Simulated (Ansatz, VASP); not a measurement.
## WSe2 in VASP and in Ansatz

```
W Se
1.0
     3.24861    0.00000    0.00000
    -1.62430    2.81338    0.00000
     0.00000    0.00000   23.62832
W Se
2 4
Cartesian
  1.6074 0.9378 3.2009
  0.0000 1.8756 20.4275
  0.0200 1.8756 4.8648
  1.6243 0.9378 22.0951
  0.0195 1.8756 1.5332
  1.6243 0.9378 18.7635
```

Change from the starting cell: mode 4 frozen in at +0.000 Å and mode 11 at -0.020 Å (largest displacements).

Alike in both runs: task single point; functional LDA; k mesh 9 × 9 × 2; occupations gaussian, width 0.05 eV; no spin polarisation.

|  | VASP | Ansatz |
| --- | --- | --- |
| version | VASP 6.6.1 | Ansatz 0.2.0 |
| potentials or method | VASP PAW LDA potentials, release 64 (W_sv, Se), cutoff 520 eV | scalar-relativistic, plane waves, PAW |
| valence electrons in the cell | 52 | 92 |

Ansatz gave:

* gap on the k mesh at the Fermi level (eV): 1.37
* least direct gap on the mesh (eV): 1.68
* rms of the force components (eV/Å): 0.206

Question: Estimate VASP's values.

Answer: gap on the k mesh at the Fermi level (eV): 1.36; least direct gap on the mesh (eV): 1.68; rms of the force components (eV/Å): 0.214.

Ansatz warns that its potentials were made for another functional, while VASP's fit it. LDA's correlation is that of Perdew and Zunger in VASP and of Perdew and Wang (1992) in Ansatz. Atom by atom the forces differ by 0.049 eV/Å (rms over components). VASP's potentials hold 52 valence electrons a cell and Ansatz's 92, so a difference there can come from the potentials and not from the codes.

Neither program's run includes spin-orbit coupling.
